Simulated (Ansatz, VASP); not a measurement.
# Two plane-wave programs on BP

File INCAR:

```
PREC     = Accurate       # precision mode
ENCUT    = 450            # plane-wave cutoff, eV
EDIFF    = 1E-7           # SCF threshold, eV
ISMEAR   = 0              # smearing method
SIGMA    = 0.02           # smearing width, eV
LREAL    = False          # projectors in reciprocal space
LASPH    = True           # aspherical terms in the spheres
NELM     = 120            # most SCF steps
ALGO     = Normal         # electronic algorithm
ISIF     = 2              # what is computed and relaxed
LWAVE    = False          # write WAVECAR
LCHARG   = False          # write CHGCAR
GGA      = PS             # functional
IBRION   = 2              # ionic algorithm
NSW      = 60             # ionic steps
EDIFFG   = -0.002         # ionic threshold
GGA_COMPAT= False        
NELMIN   = 4
```

The input KPOINTS:

```
regular mesh
0
Gamma
  8 8 8
```

POSCAR

```
BP
1.0
    0.0000000000      2.2827359537      2.2495054018
    2.2827359537      0.0000000000      2.2495054018
    2.2827359537      2.2827359537      0.0000000000
B P
1 1
Direct
    0.0000000000      0.0000000000      0.0000000000
    0.2500000000      0.2500000000      0.2500000000
```

Input for Ansatz:

```yaml
crystal:
  lattice:
    - [0.0, 2.2827359537, 2.2495054018]
    - [2.2827359537, 0.0, 2.2495054018]
    - [2.2827359537, 2.2827359537, 0.0]
  atoms:
    - { symbol: B, position: [0.0, 0.0, 0.0] }
    - { symbol: P, position: [0.25, 0.25, 0.25] }
basis:
  ecutwfc: 600.0
kpoints:
  mp_grid: { grid: [8, 8, 8] }
hamiltonian:
  xc: pbesol
  pseudopotentials: { kind: paw, azcp: { folder: soft_1 } }
scf:
  occupations: { method: gaussian, width: 0.02 }
output:
  forces: true
  stress: true
  eigenvalues: true
relax:
  adjacent_minimum: "off"
  f_tol: 0.002
  max_steps: 40
```

Change from the starting cell: strained cell.

Alike in both runs: task relaxation of the atoms; functional PBEsol; k mesh 8 × 8 × 8; occupations gaussian, width 0.02 eV; no spin polarisation.

|  | VASP | Ansatz |
| --- | --- | --- |
| version | VASP 6.6.1 | Ansatz 0.2.0 |
| potentials or method | VASP PAW PBE potentials, release 64 (B, P), cutoff 450 eV | scalar-relativistic, plane waves, PAW |
| valence electrons in the cell | 8 | 8 |

|  | VASP | Ansatz | Ansatz less VASP |
| --- | --- | --- | --- |
| gap on the k mesh at the Fermi level, each at its own relaxed structure (eV) | 0.95 | 0.95 | +0.004 |

VASP's potentials were made for PBE, not for PBEsol, and Ansatz warns of the same on its side. Ansatz's warnings: stress scf threshold loose.

Noted on VASP's run: the relaxation stopped at its first step, so nothing moved.
